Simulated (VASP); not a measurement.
Set up this calculation in VASP 6.6.1, as the native input.

```yaml
Task: single point
Functional: BLYP
Potentials_or_basis: VASP PAW PBE potentials, release 64 (Ti_sv)
Cutoff: 520 eV
k_mesh: 11 × 11 × 11
Occupations: fermi-dirac, width 0.05 eV
Spin: no spin polarisation
Dipole_correction: no
Further_INCAR_settings: ALGO = Normal; EDIFF = 1e-07; NBANDS = 12
```

The structure of Ti lies in POSCAR:

```
Ti
1.0
    0.0000000000      2.0701463106      2.0701463106
    2.0701463106      0.0000000000      2.0701463106
    2.0701463106      2.0701463106      0.0000000000
Ti
1
Direct
    0.0000000000      0.0000000000      0.0000000000
```

This isn't the form of Ti at room conditions, which is hcp.

The input as run:

INCAR

```
AGGAC    = 1.0          
AGGAX    = 1.0          
ALDAC    = 0.0          
ALDAX    = 1.0          
ALGO     = Normal         # electronic algorithm
EDIFF    = 1E-7           # SCF threshold, eV
ENCUT    = 520            # plane-wave cutoff, eV
GGA      = B5             # functional
ISIF     = 2              # what is computed and relaxed
ISMEAR   = -1             # smearing method
LASPH    = True           # aspherical terms in the spheres
LCHARG   = True           # write CHGCAR
LELF     = True           # ELF
LREAL    = False          # projectors in reciprocal space
LVHAR    = True         
LWAVE    = False          # write WAVECAR
NBANDS   = 12             # bands
NELM     = 100            # most SCF steps
PREC     = Accurate       # precision mode
SIGMA    = 0.05           # smearing width, eV
```

KPOINTS

```
k-points
0
Gamma
  11 11 11
```

Potentials or basis: VASP PAW PBE potentials, release 64 (Ti_sv).

Launch:

```sh
$ cat potpaw_PBE.64/Ti_sv/POTCAR > POTCAR
$ mpirun -np 1 vasp_std > vasp.out
```

It gave:

| Quantity | Value |
| --- | --- |
| Pressure | 0.0 GPa |
| Band gap on the k mesh | zero (bands 6 and 7 overlap by 1.07 eV) |

Caveat: the PAW data sets were made with another functional, which shifts forces and pressure a little.

Run time: 11 s on 1 thread of Intel(R) Xeon(R) 6975P-C (Granite Rapids), on a shared host, peak memory 0.14 GiB.
